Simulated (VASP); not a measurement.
# Hg (Im-3m) in VASP: notebook, part 2 of 2

VASP 6.6.1. The steps go on from the part before.

### 3 Single point, LDA

INCAR reads:

```
  PREC = Accurate
  ENCUT = 520
  EDIFF = 1E-6
  ISMEAR = -1
  SIGMA = 0.05
  LREAL = F
  LASPH = T
  NELM = 100
  ALGO = Normal
  ISIF = 2
  LWAVE = F
  LCHARG = F
  GGA = CA
  NBANDS = 12
```

KPOINTS reads:

```
Automatic mesh
0
Gamma
  16 16 16
```

POSCAR reads:

```
Hg
1.0
   -1.7804886812      1.7804886812      1.7804886812
    1.7804886812     -1.7804886812      1.7804886812
    1.7804886812      1.7804886812     -1.7804886812
Hg
1
Direct
    0.0000000000      0.0000000000      0.0000000000
```

Potentials or basis: VASP PAW LDA potentials, release 64 (Hg).

Run with:

```console
$ cat potpaw_LDA.64/Hg/POTCAR > POTCAR
$ mpirun -np 1 vasp_std > vasp.out
```

OUTCAR:

```text
PREC = Accurate
   ENCUT = 520
   EDIFF = 1E-6
   ISMEAR = -1
   LREAL = F
   LASPH = T
   NELM = 100
   ISIF = 2
   GGA = CA

 ion  position               nearest neighbor table
   1  0.000  0.000  0.000-

  LATTYP: Found a body centered cubic cell.
 ALAT       =     3.5609773624

  Lattice vectors:

 A1 = (  -1.7804886812,   1.7804886812,   1.7804886812)
 A2 = (   1.7804886812,  -1.7804886812,   1.7804886812)
 A3 = (   1.7804886812,   1.7804886812,  -1.7804886812)

Analysis of symmetry for initial positions (statically):
=====================================================================
 Subroutine PRICEL returns:
 Original cell was already a primitive cell.

 Routine SETGRP: Setting up the symmetry group for a
 body centered cubic supercell.

 Subroutine GETGRP returns: Found 48 space group operations
 (whereof 48 operations were pure point group operations)
 out of a pool of 48 trial point group operations.

The static configuration has the point symmetry O_h .

Analysis of symmetry for dynamics (positions and initial velocities):
=====================================================================
 Subroutine PRICEL returns:
 Original cell was already a primitive cell.

 Routine SETGRP: Setting up the symmetry group for a
 body centered cubic supercell.

 Subroutine GETGRP returns: Found 48 space group operations
 (whereof 48 operations were pure point group operations)
 out of a pool of 48 trial point group operations.

The dynamic configuration has the point symmetry O_h .

 Subroutine INISYM returns: Found 48 space group operations
 (whereof 48 operations are pure point group operations),
 and found     1 'primitive' translations

----------------------------------------------------------------------------------------

                                     Primitive cell

  volume of cell :      22.5776

  direct lattice vectors                    reciprocal lattice vectors
[... 107 lines left out ...]
  Fermi-wavevector in a.u.,A,eV,Ry     =   1.326099  2.505964 23.926379  1.758539
  Thomas-Fermi vector in A             =   2.455511
   LORBIT       =      0    0 simple, 1 ext, 2 COOP (PROOUT), +10 PAW based schemes
   GGA     = CA    functional components
   LHFCALC =     F    Hartree Fock is set to
   AEXX    =    0.0000 exact exchange contribution
   IVDW    =     0    specifies the selected vdW correction
   LEPSILON=     F    determine dielectric tensor
   LRPA    =     F    only Hartree local field effects (RPA)
 non-spin polarized calculation
  energy-cutoff  :      520.00
  volume of cell :       22.58
 maximum number of plane-waves:       625
   NGX = 11   NGY = 11   NGZ = 11

 number of electron      12.0000003 magnetization

 Free energy of the ion-electron system (eV)
  ---------------------------------------------------
  ext. energy  EPLUGINS =         0.00000000
  ---------------------------------------------------
  free energy    TOTEN  =        -0.94426986 eV

  energy without entropy =       -0.94275809  energy(sigma->0) =       -0.94351397

 E-fermi :   2.8147     XC(G=0): -11.4291

 val. band max:        2.7857346477   @ k =  -0.4375   0.5000   0.0625
 cond. band min:       2.8497819473   @ k =   0.5000   0.5000   0.1875
 fundamental gap:      0.0640472996
 Fermi energy:         2.8147470713

 k-point     1 :       0.0000    0.0000    0.0000
  band No.  band energies     occupation
      1      -6.5766      2.00000
      2      -4.3646      2.00000
      3      -4.3646      2.00000
      4      -4.3646      2.00000
      5      -3.3693      2.00000
      6      -3.3693      2.00000
      7      18.1764      0.00000
      8      18.1764      0.00000
      9      18.1764      0.00000
     10      19.7387      0.00000
     11      19.7387      0.00000
     12      19.7387      0.00000
[... 331 lines left out ...]
 k-point    24 :       0.2500    0.1875   -0.0000
  band No.  band energies     occupation
      1      -4.9594      2.00000
      2      -4.5516      2.00000
      3      -3.9118      2.00000
      4      -3.5314      2.00000
      5      -3.2462      2.00000
      6      -1.2576      2.00000
      7       6.9366      0.00000
      8       9.7806      0.00000
      9      13.6973      0.00000
     10      19.1299      0.00000
     11      20.9384      0.00000
     12      23.2519      0.00000

 [... further k-points ...]
[... 5 lines left out ...]
  --------------------------------------------------------------------------------------
  -------------------------------------------------------------------------------------
  Total        0.0867522      0.0867522      0.0867522      0.0000000      0.0000000      0.0000000
  in kB        6.1562130      6.1562130      6.1562130      0.0000000      0.0000000      0.0000000
  external PRESSURE =       6.1562130 kB  Pullay stress =       0.0000000 kB

 VOLUME and BASIS-vectors are now :
 -----------------------------------------------------------------------------
  energy-cutoff  :      520.00
  volume of cell :       22.58
      direct lattice vectors                 reciprocal lattice vectors
    -1.780488681  1.780488681  1.780488681     0.000000000  0.280821780  0.280821780
     1.780488681 -1.780488681  1.780488681     0.280821780  0.000000000  0.280821780
     1.780488681  1.780488681 -1.780488681     0.280821780  0.280821780  0.000000000

 POSITION                                       TOTAL-FORCE (eV/Angst)
 -----------------------------------------------------------------------------------
      0.00000      0.00000      0.00000         0.000000      0.000000     -0.000000
 -----------------------------------------------------------------------------------
    total drift:                                0.000000     -0.000000     -0.000000

  FREE ENERGIE OF THE ION-ELECTRON SYSTEM (eV)
  ---------------------------------------------------
  free  energy   TOTEN  =        -0.9442698576 eV

  energy  without entropy=       -0.9427580880  energy(sigma->0) =       -0.94351397
```

OSZICAR:

```text
N       E                     dE             d eps       ncg     rms          rms(c)
DAV:   1     0.704914924518E+02    0.70491E+02   -0.67065E+03  3760   0.974E+02
DAV:   2     0.186727522350E+00   -0.70305E+02   -0.65759E+02  3812   0.226E+02
DAV:   3    -0.999049030400E+00   -0.11858E+01   -0.11852E+01  4116   0.324E+01
DAV:   4    -0.100010554267E+01   -0.10565E-02   -0.10565E-02  3816   0.102E+00
DAV:   5    -0.100010690041E+01   -0.13577E-05   -0.13578E-05  4020   0.354E-02    0.431E+00
DAV:   6    -0.950728290180E+00    0.49379E-01   -0.11357E-01  3980   0.379E+00    0.313E+00
DAV:   7    -0.944989622080E+00    0.57387E-02   -0.13418E-02  4032   0.107E+00    0.134E+00
DAV:   8    -0.944265934285E+00    0.72369E-03   -0.11556E-03  3680   0.478E-01    0.462E-02
DAV:   9    -0.944269050764E+00   -0.31165E-05   -0.17035E-06  3140   0.153E-02    0.117E-02
DAV:  10    -0.944269857584E+00   -0.80682E-06   -0.97174E-07  3248   0.127E-02
   1 F= -.94426986E+00 E0= -.94351397E+00  d E =-.151177E-02
```

It took 9.1 s on 1 thread of Intel Xeon 6975P-C (Granite Rapids), shared host; peak memory 0.15 GiB.

What came out:

```yaml
Free_energy: -0.9443 eV
Pressure: 0.6 GPa
Band_gap_on_the_k_mesh: zero (bands 6 and 7 overlap by 4.72 eV)
```

Levels at points of the mesh, in eV from the Fermi level:
| k point | band 3 | band 4 | band 5 | band 6 | band 7 | band 8 | band 9 | band 10 |
| --- | --- | --- | --- | --- | --- | --- | --- | --- |
| (0.00, 0.00, 0.00) | -7.18 | -7.18 | -6.18 | -6.18 | 15.36 | 15.36 | 15.36 | 16.92 |
| (0.50, 0.00, 0.00) | -6.26 | -6.13 | -5.46 | -1.54 | -1.05 | 9.77 | 10.33 | 15.36 |
| (0.50, 0.50, 0.50) | -5.64 | -5.64 | -5.64 | 3.68 | 3.88 | 3.88 | 3.88 | 10.58 |

Caveat: spin-orbit coupling is left out, which moves the levels of the heavy elements.

### 4 Relaxation of cell and atoms, LDA

INCAR reads:

```
SYSTEM = Hg
  PREC = Accurate
  ENCUT = 600
  EDIFF = 1E-6
  ISMEAR = -1
  SIGMA = 0.05
  LREAL = .False.
  LASPH = .True.
  NELM = 80
  ALGO = Normal
  ISIF = 3
  LWAVE = .False.
  LCHARG = .False.
  GGA = CA
  IBRION = 2
  NSW = 45
  EDIFFG = -0.005
```

KPOINTS reads:

```
Automatic mesh
0
Gamma
  16 16 16
  0 0 0
```

POSCAR is that of step 3.

Run with:

```console
$ cat potpaw_LDA.64/Hg/POTCAR > POTCAR
$ mpirun -np 1 vasp_std > vasp.out
```

It took 41 s on 1 thread of Intel Xeon 6975P-C (Granite Rapids), shared host; peak memory 0.17 GiB.

The run converged. Its results:

```yaml
Free_energy: -0.9449 eV
Relaxed_volume: 22.88 Å³/atom
Relaxed_cell: a = 3.098 Å, b = 3.098 Å, c = 3.098 Å, α = 109.47°, β = 109.47°, γ = 109.47°
Space_group_after_relaxing_to_0.1_Å: Im-3m (No. 229)
Energy_gained_by_relaxing: 0.7 meV/atom
Ionic_steps: 3
Pressure_after_relaxing: 0.0 GPa
Band_gap_on_the_k_mesh: zero (bands 6 and 7 overlap by 4.65 eV)
```

Step by step:
| step | energy change (eV) | largest force (eV/Å) | pressure (GPa) | volume (Å³) |
| --- | --- | --- | --- | --- |
| 1 | 0.0000 | 0.0000 | 0.70 | 22.58 |
| 2 | -0.0006 | 0.0000 | -0.04 | 22.90 |
| 3 | -0.0007 | 0.0000 | -0.02 | 22.88 |

Final structure:
```
Hg
1.0
    -1.78844    1.78844    1.78844
     1.78844   -1.78844    1.78844
     1.78844    1.78844   -1.78844
Hg
1
Direct
  0.00000 0.00000 0.00000
```

Levels at points of the mesh, in eV from the Fermi level:
| k point | band 4 | band 5 | band 6 | band 7 | band 8 | band 9 |
| --- | --- | --- | --- | --- | --- | --- |
| (0.00, 0.00, 0.00) | -7.13 | -6.16 | -6.16 | 15.32 | 15.32 | 15.32 |
| (0.50, 0.00, 0.00) | -6.10 | -5.45 | -1.48 | -1.08 | 9.69 | 10.29 |
| (0.50, 0.50, 0.50) | -5.62 | -5.62 | 3.57 | 3.88 | 3.88 | 3.88 |

Caveat: spin-orbit coupling is left out, which moves the levels of the heavy elements.

### 5 Relaxation of cell and atoms, LDA

This run uses another cell than the first one, of 22.69 Å³/atom.

INCAR reads:

```
SYSTEM = Hg
PREC = Accurate ; ENCUT = 600
EDIFF = 1E-6 ; ISMEAR = -1
SIGMA = 0.05 ; LREAL = .False.
LASPH = .True. ; NELM = 60
ALGO = Normal ; ISIF = 3
LWAVE = .False. ; LCHARG = .False.
IBRION = 2 ; NSW = 60
EDIFFG = -0.005
```

KPOINTS reads:

```
regular mesh
0
Gamma
  16 16 16
  0 0 0
```

POSCAR reads:

```
Hg
1.0
   -1.7834648247      1.7834648247      1.7834648247
    1.7834648247     -1.7834648247      1.7834648247
    1.7834648247      1.7834648247     -1.7834648247
Hg
1
Direct
    0.0000000000      0.0000000000      0.0000000000
```

Potentials or basis: VASP PAW LDA potentials, release 64 (Hg).

Run with:

```console
$ cat potpaw_LDA.64/Hg/POTCAR > POTCAR
$ mpirun -np 1 vasp_std > vasp.out
```

OUTCAR:

```text
SYSTEM = Hg
   PREC = Accurate
   ENCUT = 600
   EDIFF = 1E-6
   ISMEAR = -1
   LREAL = .False.
   LASPH = .True.
   NELM = 60
   ISIF = 3
   IBRION = 2
   NSW = 60
   EDIFFG = -0.005

 ion  position               nearest neighbor table
   1  0.000  0.000  0.000-

  LATTYP: Found a body centered cubic cell.
 ALAT       =     3.5669296494

  Lattice vectors:

 A1 = (  -1.7834648247,   1.7834648247,   1.7834648247)
 A2 = (   1.7834648247,  -1.7834648247,   1.7834648247)
 A3 = (   1.7834648247,   1.7834648247,  -1.7834648247)

Analysis of symmetry for initial positions (statically):
=====================================================================
 Subroutine PRICEL returns:
 Original cell was already a primitive cell.

 Routine SETGRP: Setting up the symmetry group for a
 body centered cubic supercell.

 Subroutine GETGRP returns: Found 48 space group operations
 (whereof 48 operations were pure point group operations)
 out of a pool of 48 trial point group operations.

The static configuration has the point symmetry O_h .

Analysis of symmetry for dynamics (positions and initial velocities):
[... 205 lines left out ...]
 val. band max:        2.6617109517   @ k =  -0.4375   0.5000   0.0625
 cond. band min:       2.7580673127   @ k =   0.5000   0.5000   0.1875
 fundamental gap:      0.0963563610
 Fermi energy:         2.6923135666

 k-point     1 :       0.0000    0.0000    0.0000
  band No.  band energies     occupation
      1      -6.5779      2.00000
      2      -4.4332      2.00000
      3      -4.4332      2.00000
      4      -4.4332      2.00000
      5      -3.4638      2.00000
      6      -3.4638      2.00000
      7      18.0140      0.00000
      8      18.0140      0.00000
      9      18.0140      0.00000
     10      19.4215      0.00000
[... 287 lines left out ...]
 k-point    24 :       0.2500    0.1875    0.0000
  band No.  band energies     occupation
      1      -5.0067      2.00000
      2      -4.6113      2.00000
      3      -3.9812      2.00000
      4      -3.6214      2.00000
      5      -3.3438      2.00000
      6      -1.3557      2.00000
      7       6.7706      0.00000
      8       9.6036      0.00000
      9      13.4973      0.00000
     10      18.9127      0.00000

 [... further k-points ...]
[... 5 lines left out ...]
  --------------------------------------------------------------------------------------
  -------------------------------------------------------------------------------------
  Total       -0.0037495     -0.0037495     -0.0037495      0.0000000      0.0000000     -0.0000000
  in kB       -0.2624364     -0.2624364     -0.2624364      0.0000000      0.0000000     -0.0000000
  external PRESSURE =      -0.2624364 kB  Pullay stress =       0.0000000 kB

 VOLUME and BASIS-vectors are now :
 -----------------------------------------------------------------------------
  energy-cutoff  :      600.00
  volume of cell :       22.89
      direct lattice vectors                 reciprocal lattice vectors
    -1.788681878  1.788681878  1.788681878     0.000000000  0.279535454  0.279535454
     1.788681878 -1.788681878  1.788681878     0.279535454  0.000000000  0.279535454
     1.788681878  1.788681878 -1.788681878     0.279535454  0.279535454  0.000000000

 POSITION                                       TOTAL-FORCE (eV/Angst)
 -----------------------------------------------------------------------------------
      3.57736      0.00000      0.00000        -0.000000     -0.000000     -0.000000
 -----------------------------------------------------------------------------------
    total drift:                                0.000000     -0.000000     -0.000000

  FREE ENERGIE OF THE ION-ELECTRON SYSTEM (eV)
  ---------------------------------------------------
  free  energy   TOTEN  =        -0.9449586860 eV

  energy  without entropy=       -0.9435993395  energy(sigma->0) =       -0.94427901

 reached required accuracy - stopping structural energy minimisation
```

CONTCAR:

```text
Hg
   1.00000000000000
    -1.7886818777196989    1.7886818777196989    1.7886818777196989
     1.7886818777196989   -1.7886818777196989    1.7886818777196989
     1.7886818777196989    1.7886818777196989   -1.7886818777196989
  Hg
     1
Direct
     0.0000000000000000    1.0000000000000000    1.0000000000000000

  0.00000000E+00  0.00000000E+00  0.00000000E+00
```

Run time: 76 s. Hardware: 1 thread of Intel Xeon 8259CL, shared host; peak memory 0.18 GiB.

What came out:

```yaml
Free_energy: -0.9450 eV
Relaxed_volume: 22.89 Å³/atom
Relaxed_cell: a = 3.098 Å, b = 3.098 Å, c = 3.098 Å, α = 109.47°, β = 109.47°, γ = 109.47°
Space_group_after_relaxing_to_0.1_Å: Im-3m (No. 229)
Energy_gained_by_relaxing: 0.3 meV/atom
Ionic_steps: 2
Pressure_after_relaxing: 0.0 GPa
Band_gap_on_the_k_mesh: zero (bands 6 and 7 overlap by 4.65 eV)
```

Step by step:
| step | energy change (eV) | largest force (eV/Å) | pressure (GPa) | volume (Å³) |
| --- | --- | --- | --- | --- |
| 1 | 0.0000 | 0.0000 | 0.43 | 22.69 |
| 2 | -0.0003 | 0.0000 | -0.03 | 22.89 |

Final structure:
```yaml
crystal:
  lattice:
    - [-1.78868, 1.78868, 1.78868]
    - [1.78868, -1.78868, 1.78868]
    - [1.78868, 1.78868, -1.78868]
  atoms:
    - { symbol: Hg, position: [0.00000, 0.00000, 0.00000] }
```

Caveat: spin-orbit coupling is left out, which moves the levels of the heavy elements.

### 6 The runs side by side

| task | cell | cutoff (eV) | gap on the mesh (eV) | pressure (GPa) | relaxed volume (Å³/atom) |
| --- | --- | --- | --- | --- | --- |
| single point | a = 3.084 Å, angles 109.5°, 1 atom | 520 | none | 0.6 | - |
| relaxation of cell and atoms | relaxed from a = 3.084 Å, angles 109.5°, 1 atom | 600 | none | 0.0 | 22.88 |
| relaxation of cell and atoms | relaxed from a = 3.089 Å, angles 109.5°, 1 atom | 600 | none | 0.0 | 22.89 |

Alike in all rows: level LDA; potentials or basis VASP PAW LDA potentials, release 64 (Hg); no spin polarisation; k mesh 16 × 16 × 16; smearing fermi-dirac 0.05 eV.

Caveats: spin-orbit coupling is left out, which moves the levels of the heavy elements.

Total energies depend on the potentials used, so only differences within one code and one set of settings carry meaning.
